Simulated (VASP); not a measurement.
# NiO (Fm-3m) in VASP: a series of runs

Runs on NiO. Level: PBE+U. Tasks: single point.

Program: VASP 6.6.1. These are calculated values, not measurements. Logs are shortened: lines on timing, memory, paths and dates and some standing lists are left out, and cuts for length are marked.

**1. The cell of the first run**

It takes space group Fm-3m (No. 225, cubic). The conventional cell has a = 4.180 Å, b = 4.180 Å, c = 4.180 Å, α = 90.00°, β = 90.00°, γ = 90.00°. Within 2.8 Å of Ni (site symmetry m-3m) lie 6 O at 2.09 Å. O (site symmetry m-3m) has 6 Ni at 2.09 Å within 2.8 Å.

**2. Single point, PBE+U, collinear spin, ferromagnetic start (volume scaled by 0.94)**

Contents of INCAR:

```
  PREC = Accurate
  ENCUT = 520
  EDIFF = 1E-7
  ISMEAR = 0
  SIGMA = 0.02
  LREAL = F
  LASPH = T
  NELM = 150
  ALGO = Normal
  ISIF = 2
  LWAVE = F
  LCHARG = F
  ISPIN = 2
  MAGMOM = 1.91 0.21
  LORBIT = 11
  LMAXMIX = 4
  LDAU = T
  LDAUTYPE = 2
  LDAUL = 2 -1
  LDAUU = 6.2 0
  LDAUJ = 0 0
  LDAUPRINT = 1
  GGA = PE
  NBANDS = 19
```

Contents of KPOINTS:

```
regular mesh
0
Gamma
  12 12 12
```

Contents of POSCAR:

```
NiO
1.0
    0.0000000000      2.0901797511      2.0901797511
    2.0901797511      0.0000000000      2.0901797511
    2.0901797511      2.0901797511      0.0000000000
Ni O
1 1
Direct
    0.0000000000      0.0000000000      0.0000000000
    0.5000000000      0.5000000000      0.5000000000
```

Potentials or basis: VASP PAW PBE potentials, release 64 (Ni, O).

Launch:

```sh
$ cat potpaw_PBE.64/Ni/POTCAR potpaw_PBE.64/O/POTCAR > POTCAR
$ mpirun -np 1 vasp_std > vasp.out
```

OUTCAR:

```text
PREC = Accurate
   ENCUT = 520
   EDIFF = 1E-7
   ISMEAR = 0
   LREAL = F
   LASPH = T
   NELM = 150
   ISIF = 2
   ISPIN = 2
   LORBIT = 11
   GGA = PE

 ion  position               nearest neighbor table
   1  0.000  0.000  0.000-   2 2.09   2 2.09   2 2.09   2 2.09   2 2.09   2 2.09
   2  0.500  0.500  0.500-   1 2.09   1 2.09   1 2.09   1 2.09   1 2.09   1 2.09

  LATTYP: Found a face centered cubic cell.
 ALAT       =     4.1803595022

  Lattice vectors:

 A1 = (   0.0000000000,   2.0901797511,   2.0901797511)
 A2 = (   2.0901797511,   0.0000000000,   2.0901797511)
 A3 = (   2.0901797511,   2.0901797511,   0.0000000000)

Analysis of symmetry for initial positions (statically):
=====================================================================
 Subroutine PRICEL returns:
 Original cell was already a primitive cell.

 Routine SETGRP: Setting up the symmetry group for a
 face centered cubic supercell.

 Subroutine GETGRP returns: Found 48 space group operations
 (whereof 48 operations were pure point group operations)
 out of a pool of 48 trial point group operations.

The static configuration has the point symmetry O_h .

Analysis of symmetry for dynamics (positions and initial velocities):
=====================================================================
 Subroutine PRICEL returns:
 Original cell was already a primitive cell.

 Routine SETGRP: Setting up the symmetry group for a
 face centered cubic supercell.

 Subroutine GETGRP returns: Found 48 space group operations
 (whereof 48 operations were pure point group operations)
 out of a pool of 48 trial point group operations.

The dynamic configuration has the point symmetry O_h .

Analysis of structural, dynamic, and magnetic symmetry:
=====================================================================
 Subroutine PRICEL returns:
 Original cell was already a primitive cell.

 Routine SETGRP: Setting up the symmetry group for a
 face centered cubic supercell.

 Subroutine GETGRP returns: Found 48 space group operations
 (whereof 48 operations were pure point group operations)
 out of a pool of 48 trial point group operations.

The overall configuration has the point symmetry O_h .

 Subroutine INISYM returns: Found 48 space group operations
 (whereof 48 operations are pure point group operations),
 and found     1 'primitive' translations

----------------------------------------------------------------------------------------

                                     Primitive cell

  volume of cell :      18.2634

  direct lattice vectors                    reciprocal lattice vectors
     0.000000000  2.090179751  2.090179751    -0.239213876  0.239213876  0.239213876
     2.090179751  0.000000000  2.090179751     0.239213876 -0.239213876  0.239213876
     2.090179751  2.090179751  0.000000000     0.239213876  0.239213876 -0.239213876

  length of vectors
     2.955960552  2.955960552  2.955960552     0.414330587  0.414330587  0.414330587

  position of ions in fractional coordinates (direct lattice)
     0.000000000  0.000000000  0.000000000
     0.500000000  0.500000000  0.500000000

  ion indices of the primitive-cell ions
   primitive index   ion index
                 1           1
                 2           2

----------------------------------------------------------------------------------------

 KPOINTS: regular mesh

Automatic generation of k-mesh.
 Grid dimensions read from file:
 generate k-points for:   12   12   12

 Generating k-lattice:

  Cartesian coordinates                     Fractional coordinates (reciprocal lattice)
    -0.019934490  0.019934490  0.019934490     0.083333333  0.000000000  0.000000000
     0.019934490 -0.019934490  0.019934490     0.000000000  0.083333333  0.000000000
[... 57 lines left out ...]
   NELM   =    150;   NELMIN=  2; NELMDL= -5     # of ELM steps
   EDIFF  = 0.1E-06   stopping-criterion for ELM
   LREAL  =      F    real-space projection
   EDIFFG = 0.1E-05   stopping-criterion for IOM
   NSW    =      0    number of steps for IOM
   IBRION =     -1    ionic relax: 0-MD 1-quasi-New 2-CG
   NFREE  =      0    steps in history (QN), initial steepest desc. (CG)
   ISIF   =      2    stress and relaxation
   ISYM   =      2    0-nonsym 1-usesym 2-fastsym
   POTIM  = 0.5000    time-step for ionic-motion
   TEBEG  =    0.0;   TEEND  =   0.0 temperature during run
   PSTRESS=    0.0 pullay stress
   NELECT =      16.0000    total number of electrons
   NUPDOWN=      -1.0000    fix difference up-down
   EMIN   =  10.00;   EMAX   =-10.00  energy-range for DOS
   EFERMI =   0.00;   METHOD = LEGACY
   ISMEAR =     0;   SIGMA  =   0.02  broadening in eV -4-tet -1-fermi 0-gaus
   EFERMI_NEDOS =   21; number of points for ismear=-14 and -15
   IALGO  =     38    algorithm
   IMIX   =      4    mixing-type and parameters
     AMIX     =   0.40;   BMIX     =  1.00
     AMIX_MAG =   1.60;   BMIX_MAG =  1.00
  volume/ion in A,a.u.               =       9.13        61.62
  Fermi-wavevector in a.u.,A,eV,Ry     =   1.566467  2.960193 33.386223  2.453818
  Thomas-Fermi vector in A             =   2.668791
   LORBIT       =     11    0 simple, 1 ext, 2 COOP (PROOUT), +10 PAW based schemes
 LDA+U is selected, type is set to LDAUTYPE =  2
   angular momentum for each species LDAUL =     2   -1
   U (eV)           for each species LDAUU =   6.2  0.0
   J (eV)           for each species LDAUJ =   0.0  0.0
   GGA     = PE    functional components
   LHFCALC =     F    Hartree Fock is set to
   AEXX    =    0.0000 exact exchange contribution
   IVDW    =     0    specifies the selected vdW correction
   LEPSILON=     F    determine dielectric tensor
   LRPA    =     F    only Hartree local field effects (RPA)
 spin polarized calculation
 Gauss-broadening in eV      SIGMA  =   0.02
  energy-cutoff  :      520.00
  volume of cell :       18.26
 maximum number of plane-waves:       531
 NGX is ok and might be reduce to    24
   NGX = 11   NGY = 11   NGZ = 11

atom =   1  type =  1  l = 2

 onsite density matrix

spin component  1

  0.9837  0.0000 -0.0000 -0.0000  0.0000
  0.0000  0.9837 -0.0000  0.0000  0.0000
 -0.0000 -0.0000  1.0376 -0.0000  0.0000
 -0.0000  0.0000 -0.0000  0.9837  0.0000
  0.0000  0.0000  0.0000  0.0000  1.0376

spin component  2

  0.9823  0.0000  0.0000 -0.0000 -0.0000
  0.0000  0.9823 -0.0000  0.0000  0.0000
  0.0000 -0.0000  0.1387 -0.0000  0.0000
 -0.0000  0.0000 -0.0000  0.9823  0.0000
 -0.0000  0.0000  0.0000  0.0000  0.1387

 occupancies and eigenvectors

  o =  0.1387  v =  0.0000  0.0000  0.0000  0.0000  0.0000  0.0000 -0.0000 -0.9999  0.0000  0.0105      0.0000  0.0000  0.0000  0.0000  0.0000  0.0000  0.0000  0.0000  0.0000  0.0000
  o =  0.1387  v =  0.0000  0.0000  0.0000  0.0000  0.0000  0.0000 -0.0000  0.0105 -0.0000  0.9999      0.0000  0.0000  0.0000  0.0000  0.0000  0.0000  0.0000  0.0000  0.0000  0.0000
  o =  0.9823  v =  0.0000  0.0000  0.0000  0.0000  0.0000  1.0000  0.0000  0.0000  0.0000  0.0000      0.0000  0.0000  0.0000  0.0000  0.0000  0.0000  0.0000  0.0000  0.0000  0.0000
  o =  0.9823  v =  0.0000  0.0000  0.0000  0.0000  0.0000  0.0000  0.9910 -0.0000 -0.1338  0.0000      0.0000  0.0000  0.0000  0.0000  0.0000  0.0000  0.0000  0.0000  0.0000  0.0000
  o =  0.9823  v =  0.0000  0.0000  0.0000  0.0000  0.0000  0.0000  0.1338 -0.0000  0.9910 -0.0000      0.0000  0.0000  0.0000  0.0000  0.0000  0.0000  0.0000  0.0000  0.0000  0.0000
  o =  0.9837  v =  0.0000 -0.0296 -0.0000 -0.9996 -0.0000  0.0000  0.0000  0.0000  0.0000  0.0000      0.0000  0.0000  0.0000  0.0000  0.0000  0.0000  0.0000  0.0000  0.0000  0.0000
  o =  0.9837  v =  1.0000  0.0000  0.0000  0.0000  0.0000  0.0000  0.0000  0.0000  0.0000  0.0000      0.0000  0.0000  0.0000  0.0000  0.0000  0.0000  0.0000  0.0000  0.0000  0.0000
  o =  0.9837  v =  0.0000  0.9996  0.0000 -0.0296 -0.0000  0.0000  0.0000  0.0000  0.0000  0.0000      0.0000  0.0000  0.0000  0.0000  0.0000  0.0000  0.0000  0.0000  0.0000  0.0000
  o =  1.0376  v =  0.0000 -0.0000  0.0478  0.0000 -0.9989  0.0000  0.0000  0.0000  0.0000  0.0000      0.0000  0.0000  0.0000  0.0000  0.0000  0.0000  0.0000  0.0000  0.0000  0.0000
  o =  1.0376  v =  0.0000  0.0000 -0.9989  0.0000 -0.0478  0.0000  0.0000  0.0000  0.0000  0.0000      0.0000  0.0000  0.0000  0.0000  0.0000  0.0000  0.0000  0.0000  0.0000  0.0000

 number of electron      16.0000004 magnetization       1.9999987

 Free energy of the ion-electron system (eV)
  ---------------------------------------------------
  ext. energy  EPLUGINS =         0.00000000
  ---------------------------------------------------
  free energy    TOTEN  =       -10.16378402 eV

  energy without entropy =      -10.16378402  energy(sigma->0) =      -10.16378402

 E-fermi :   6.9712     XC(G=0): -12.6301

 val. band max:        6.7723345409   @ k =   0.5000   0.0000   0.0000
 cond. band min:       9.2986187535   @ k =   0.0000   0.0000   0.0000
 fundamental gap:      2.5262842126
 Fermi energy:         6.9711951059

 spin component 1

 k-point     1 :       0.0000    0.0000    0.0000
  band No.  band energies     occupation
      1     -12.0773      1.00000
      2       0.6448      1.00000
      3       0.6449      1.00000
      4       1.7612      1.00000
      5       1.7613      1.00000
      6       1.7613      1.00000
[... 1049 lines left out ...]
     18      38.6111      0.00000
     19      39.1671      0.00000

 [... further k-points ...]
[... 5 lines left out ...]
  --------------------------------------------------------------------------------------
  -------------------------------------------------------------------------------------
  Total        0.2543729      0.2543729      0.2543729      0.0000000      0.0000000      0.0000000
  in kB       22.3151873     22.3151873     22.3151873      0.0000000      0.0000000      0.0000000
  external PRESSURE =      22.3151873 kB  Pullay stress =       0.0000000 kB

 VOLUME and BASIS-vectors are now :
 -----------------------------------------------------------------------------
  energy-cutoff  :      520.00
  volume of cell :       18.26
      direct lattice vectors                 reciprocal lattice vectors
     0.000000000  2.090179751  2.090179751    -0.239213876  0.239213876  0.239213876
     2.090179751  0.000000000  2.090179751     0.239213876 -0.239213876  0.239213876
     2.090179751  2.090179751  0.000000000     0.239213876  0.239213876 -0.239213876

 POSITION                                       TOTAL-FORCE (eV/Angst)
 -----------------------------------------------------------------------------------
      0.00000      0.00000      0.00000         0.000000      0.000000      0.000000
      2.09018      2.09018      2.09018         0.000000      0.000000      0.000000
 -----------------------------------------------------------------------------------
    total drift:                                0.000000     -0.000000     -0.000000

  FREE ENERGIE OF THE ION-ELECTRON SYSTEM (eV)
  ---------------------------------------------------
  free  energy   TOTEN  =       -10.1637840152 eV

  energy  without entropy=      -10.1637840152  energy(sigma->0) =      -10.16378402

 total charge

# of ion       s       p       d       tot
------------------------------------------
    1        0.344   0.424   8.223   8.990
    2        1.547   3.483   0.000   5.030
--------------------------------------------------
tot          1.891   3.907   8.223  14.021

 magnetization (x)

# of ion       s       p       d       tot
------------------------------------------
    1        0.012   0.013   1.799   1.824
    2        0.018   0.153   0.000   0.171
--------------------------------------------------
tot          0.029   0.167   1.799   1.995
```

Wall time 26 s (1 thread of Intel Xeon Platinum 8488C (Sapphire Rapids), shared host); peak memory 0.18 GiB.

What came out:

```yaml
Free_energy: -10.1638 eV
Pressure: 2.2 GPa
Band_gap_on_the_k_mesh: 2.53 eV, indirect (least direct gap 3.20 eV)
Net_moment: 2.00 μB per cell
Site_moments: Ni +1.82; O +0.17 μB
Valence_electrons_inside_the_program's_atomic_spheres: Ni 8.99; O 5.03
```

Eigenvalues of the final occupation matrices:
| site | spin | trace | eigenvalues |
| --- | --- | --- | --- |
| site 1 d | 1 | 5.03 | 0.98 0.98 0.98 1.04 1.04 |
| site 1 d | 2 | 3.22 | 0.14 0.14 0.98 0.98 0.98 |

Caveat: a cell with one magnetic atom can't hold antiferromagnetic order, which such compounds often take. The state reached can hang on the start; a lower one may exist.

**3. Single point, PBE+U, collinear spin, ferromagnetic start (volume scaled by 0.97)**

Contents of INCAR:

```
PREC = Accurate ; ENCUT = 520
EDIFF = 1E-7 ; ISMEAR = 0
SIGMA = 0.02 ; LREAL = F
LASPH = T ; NELM = 150
ALGO = Normal ; ISIF = 2
LWAVE = F ; LCHARG = T
ISPIN = 2 ; MAGMOM = 1.91 0.21
LORBIT = 11 ; LMAXMIX = 4
LDAU = T ; LDAUTYPE = 2
LDAUL = 2 -1 ; LDAUU = 6.2 0
LDAUJ = 0 0 ; LDAUPRINT = 1
GGA = PE ; LELF = T
LVHAR = T ; NBANDS = 19
```

KPOINTS is that of step 2.

Contents of POSCAR:

```
NiO
1.0
    0.0000000000      2.1121832602      2.1121832602
    2.1121832602      0.0000000000      2.1121832602
    2.1121832602      2.1121832602      0.0000000000
Ni O
1 1
Direct
    0.0000000000      0.0000000000      0.0000000000
    0.5000000000      0.5000000000      0.5000000000
```

Potentials or basis: VASP PAW PBE potentials, release 64 (Ni, O).

Launch:

```sh
$ cat potpaw_PBE.64/Ni/POTCAR potpaw_PBE.64/O/POTCAR > POTCAR
$ mpirun -np 1 vasp_std > vasp.out
```

Wall time 30 s (1 thread of Intel Xeon Platinum 8488C (Sapphire Rapids), shared host); peak memory 0.17 GiB.

The run converged. Its results:

```yaml
Free_energy: -10.1623 eV
Pressure: -3.4 GPa
Band_gap_on_the_k_mesh: 2.54 eV, indirect (least direct gap 3.18 eV)
Net_moment: 2.00 μB per cell
Site_moments: Ni +1.82; O +0.17 μB
Valence_electrons_inside_the_program's_atomic_spheres: Ni 8.93; O 5.01
```

Levels at points of the mesh, in eV from the valence-band top:
Spin up:
```csv
k point,band 6,band 7,band 8,band 9,band 10,band 11,band 12,band 13
"(0.00, 0.00, 0.00)",-4.97,-1.29,-1.29,-1.29,2.54,17.73,17.73,17.73
"(0.50, 0.00, 0.00)",-4.50,-3.11,0.00,0.00,6.67,10.83,14.78,14.78
"(0.50, 0.50, 0.00)",-4.20,-4.20,-2.61,-2.61,6.83,11.44,11.72,17.36
```
Spin down:
| k point | band 5 | band 6 | band 7 | band 8 | band 9 | band 10 |
| --- | --- | --- | --- | --- | --- | --- |
| (0.00, 0.00, 0.00) | -0.95 | -0.95 | -0.95 | 2.58 | 2.58 | 2.88 |
| (0.50, 0.00, 0.00) | -2.22 | -1.89 | -1.89 | 4.80 | 4.80 | 6.84 |
| (0.50, 0.50, 0.00) | -3.12 | -2.30 | -2.30 | 3.01 | 3.40 | 7.48 |

Eigenvalues of the final occupation matrices:
| site | spin | trace | eigenvalues |
| --- | --- | --- | --- |
| site 1 d | 1 | 5.01 | 0.98 0.98 0.98 1.03 1.03 |
| site 1 d | 2 | 3.21 | 0.13 0.13 0.98 0.98 0.98 |

Caveat: a cell with one magnetic atom can't hold antiferromagnetic order, which such compounds often take. A k mesh can miss the band edges.

[end of part 1 of 2]
